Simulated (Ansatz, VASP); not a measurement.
# BaTiO3: VASP beside Ansatz

Contents of INCAR:

```
SYSTEM = BaTiO3
ALGO = Normal ; EDIFF = 1E-7
ENCUT = 520 ; GGA = PE
GGA_COMPAT = .False. ; ISIF = 2
ISMEAR = -1 ; LASPH = .True.
LCHARG = .False. ; LMAXMIX = 4
LNONCOLLINEAR = .True. ; LORBIT = 11
LORBMOM = .True. ; LREAL = .False.
LSORBIT = .True. ; LUSENCCL = .False.
LWAVE = .False. ; MAGMOM = 0 0 0 0 0 0 0 0 0 0 0 0 0 0 0
NBANDS = 55 ; NELM = 150
PREC = Accurate ; SIGMA = 0.05
```

File KPOINTS:

```
k-points
0
Gamma
  7 7 7
  0 0 0
```

The input POSCAR:

```
BaTiO3
1.0
    3.9998000000      0.0000000000      0.0000000000
    0.0000000000      3.9998000000      0.0000000000
    0.0000000000      0.0000000000      4.0180000000
Ba Ti O
1 1 3
Direct
    0.0000000000      0.0000000000      0.0000000000
    0.5000000000      0.5000000000      0.4900000000
    0.0000000000      0.5000000000      0.5170000000
    0.5000000000      0.0000000000      0.5170000000
    0.5000000000      0.5000000000      0.0190000000
```

The input input.yaml:

```yaml
crystal:
  lattice:
    - [3.9998, 0.0, 0.0]
    - [0.0, 3.9998, 0.0]
    - [0.0, 0.0, 4.018]
  atoms:
    - { symbol: Ba, position: [0.0, 0.0, 0.0] }
    - { symbol: Ti, position: [0.5, 0.5, 0.49] }
    - { symbol: O, position: [0.0, 0.5, 0.517] }
    - { symbol: O, position: [0.5, 0.0, 0.517] }
    - { symbol: O, position: [0.5, 0.5, 0.019] }
hamiltonian:
  xc: pbe
  pseudopotentials: { kind: paw_fr }
magnetization:
  noncollinear: true
  spin_orbit: true
kpoints:
  mp_grid: { grid: [7, 7, 7] }
  band_path:
    path:
      - [[0.0, 0.0, 0.0], [0.0, 0.5, 0.0], [0.5, 0.5, 0.0], [0.0, 0.0, 0.0], [0.0, 0.0, 0.5], [0.0, 0.5, 0.5], [0.5, 0.5, 0.5], [0.0, 0.0, 0.5]]
      - [[0.0, 0.5, 0.0], [0.0, 0.5, 0.5]]
      - [[0.5, 0.5, 0.0], [0.5, 0.5, 0.5]]
    npoints: 14
scf:
  occupations: { method: fermi_dirac, width: 0.05 }
  n_extra_bands: 12
output:
  forces: true
  stress: true
  eigenvalues: true
  fatbands: false
```

Alike in both runs: functional PBE; k mesh 7 × 7 × 7; occupations fermi-dirac, width 0.05 eV; non-collinear spin, spin-orbit coupling.

```csv
,VASP,Ansatz
version,VASP 6.6.1,Ansatz 0.2.0
potentials or method,"VASP PAW PBE potentials, release 64 (Ba_sv, Ti_sv, O)",Ansatz PAW
plane-wave cutoff (eV),520,420
valence electrons in the cell,40,40
task,single point,band structure
```

Ansatz gave:

- pressure (GPa): 2.4
- traceless stress, the component that is largest in VASP (GPa): 0.59
- rms of the force components (eV/Å): 0.097
- net moment per atom (μB): 0.00

Q: Which values does VASP return?

A: Pressure (GPa): 4.2; traceless stress, the component that is largest in VASP (GPa): 0.62; rms of the force components (eV/Å): 0.090; net moment per atom (μB): 0.00.

Atom by atom the forces differ by 0.016 eV/Å (rms over components). The functional is the same, so the differences come from potentials, cutoffs and numerics.

Noted on Ansatz's run: the k mesh misses the band edges, so the gap on the mesh is wider than the one along the path.
